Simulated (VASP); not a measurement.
Here is a VASP 6.6.1 calculation.

Contents of INCAR:

```
ALGO     = Fast           # electronic algorithm
EDIFF    = 1E-6           # SCF threshold, eV
ENCUT    = 520            # plane-wave cutoff, eV
GGA      = PE             # functional
ISIF     = 2              # what is computed and relaxed
ISMEAR   = 0              # smearing method
LASPH    = T              # aspherical terms in the spheres
LCHARG   = F              # write CHGCAR
LREAL    = F              # projectors in reciprocal space
LWAVE    = F              # write WAVECAR
NBANDS   = 25             # bands
NELM     = 100            # most SCF steps
PREC     = Accurate       # precision mode
SIGMA    = 0.1            # smearing width, eV
```

File KPOINTS:

```
k-points
0
Gamma
  10 10 10
```

POSCAR

```
Ca3Si
1.0
    4.8315796854      0.0000000000      0.0000000000
    0.0000000000      4.8315796854      0.0000000000
    0.0000000000      0.0000000000      4.8315796854
Ca Si
3 1
Direct
    0.0000000000      0.5000000000      0.5000000000
    0.5000000000      0.0000000000      0.5000000000
    0.5000000000      0.5000000000      0.0000000000
    0.0000000000      0.0000000000      0.0000000000
```

Potentials or basis: VASP PAW PBE potentials, release 64 (Ca_sv, Si).

Command:

```bash
$ cat potpaw_PBE.64/Ca_sv/POTCAR potpaw_PBE.64/Si/POTCAR > POTCAR
$ mpirun -np 1 vasp_std > vasp.out
```

(1) Predict the band gap on the k mesh.

(2) What does it give for the pressure?

Results:

(1) zero (bands 17 and 18 overlap by 0.29 eV).

(2) 0.1 GPa.
